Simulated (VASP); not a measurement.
**Al16O: single point with PBE**

The system is Al16O, a slab with vacuum.

```
Al O
1.0
     5.71352    0.00000    0.00000
     0.00000    8.08013    0.00000
     0.00000    0.00000   19.74328
Al O
16 1
Direct
  0.25000 0.25000 0.20260
  0.25000 0.75000 0.20260
  0.75000 0.25000 0.20260
  0.75000 0.75000 0.20260
  0.00000 0.00000 0.27495
  0.00000 0.50000 0.27495
  0.50000 0.00000 0.27495
  0.50000 0.50000 0.27495
  0.25000 0.25000 0.34955
  0.25000 0.75000 0.34955
  0.75000 0.25000 0.34955
  0.75000 0.75000 0.34955
  0.00000 0.00000 0.41752
  0.00000 0.50000 0.41752
  0.50000 0.00000 0.41752
  0.50000 0.50000 0.41752
  0.08333 0.06250 0.49397
```

| Quantity | Value |
| --- | --- |
| Program | VASP 6.6.1 |
| Task | single point |
| Functional | PBE |
| Potentials or basis | VASP PAW PBE potentials, release 64 (Al, O) |
| Cutoff | 520 eV |
| k mesh | 5 × 4 × 1 |
| Occupations | gaussian, width 0.1 eV |
| Spin | no spin polarisation |

```json
{
 "Largest force": "1.033 eV/Å",
 "Band gap on the k mesh": "zero (bands 27 and 28 overlap by 0.67 eV)"
}
```

Forces on the atoms (eV/Å):
```
Al  -0.008  0.032  0.178
Al  -0.028 -0.056  0.195
Al   0.024  0.010  0.256
Al   0.051 -0.049  0.277
Al  -0.080  0.070 -0.162
Al   0.000  0.033 -0.251
Al   0.056  0.049 -0.263
Al   0.011  0.014 -0.228
Al   0.018  0.066 -0.130
Al   0.045  0.028 -0.057
Al  -0.072 -0.037 -0.092
Al  -0.027  0.065 -0.004
Al  -0.675 -0.301 -0.285
Al   0.034 -0.063  0.090
Al  -0.357  0.103  0.374
Al  -0.023 -0.012  0.029
O    1.029  0.048  0.075
```

Levels at points of the mesh, in eV from the Fermi level:
| k point | band 25 | band 26 | band 27 | band 28 | band 29 | band 30 |
| --- | --- | --- | --- | --- | --- | --- |
| (0.00, 0.00, 0.00) | -0.83 | -0.67 | -0.50 | -0.47 | 0.24 | 0.33 |
| (0.00, 0.50, 0.00) | -0.84 | -0.83 | -0.74 | -0.44 | 0.27 | 0.36 |

It took 8.2 min on 1 thread of AMD EPYC 9R45 96-Core Processor (Zen 5), with other jobs on the host, peak memory 0.81 GiB.
